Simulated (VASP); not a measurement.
Write the native input for VASP 6.6.1 that does the following.

```
Task                   : single point
Functional             : LDA
Potentials or basis    : VASP PAW LDA potentials, release 64 (Ba_sv, Te)
Cutoff                 : 520 eV
k mesh                 : 6 × 6 × 6
Occupations            : gaussian, width 0.01 eV
Spin                   : no spin polarisation
Dipole correction      : no
Further INCAR settings : ALGO = Normal; EDIFF = 1e-06; NBANDS = 15
```

The structure of BaTe lies in POSCAR:

```
BaTe
1.0
    0.0000000000      3.4331448634      3.4503105878
    3.4331448634      0.0000000000      3.4503105878
    3.4331448634      3.4331448634      0.0000000000
Ba Te
1 1
Direct
    0.0000000000      0.0000000000      0.0000000000
    0.5000000000      0.5000000000      0.5000000000
```

This cell differs from its parent crystal: z stretched by +0.5 %, x and y held.

The input as run:

INCAR

```
  PREC = Accurate
  ENCUT = 520
  EDIFF = 1E-6
  ISMEAR = 0
  SIGMA = 0.01
  LREAL = F
  LASPH = T
  NELM = 80
  ALGO = Normal
  ISIF = 2
  LWAVE = F
  LCHARG = F
  GGA = CA
  NBANDS = 15
```

KPOINTS

```
Automatic mesh
0
Gamma
  6 6 6
```

Potentials or basis: VASP PAW LDA potentials, release 64 (Ba_sv, Te).

Launch:

```console
$ cat potpaw_LDA.64/Ba_sv/POTCAR potpaw_LDA.64/Te/POTCAR > POTCAR
$ mpirun -np 1 vasp_std > vasp.out
```

Results of the run:

```json
{"Pressure": "0.3 GPa", "Band gap on the k mesh": "1.26 eV, indirect (least direct gap 1.64 eV)"}
```

Caveat: the cell differs from its parent crystal (z stretched by +0.5 %, x and y held); spin-orbit coupling is left out, which moves the levels of the heavy elements.

It took 27 s on 1 thread of Intel Xeon 6975P-C, on a shared host, peak memory 0.19 GiB.
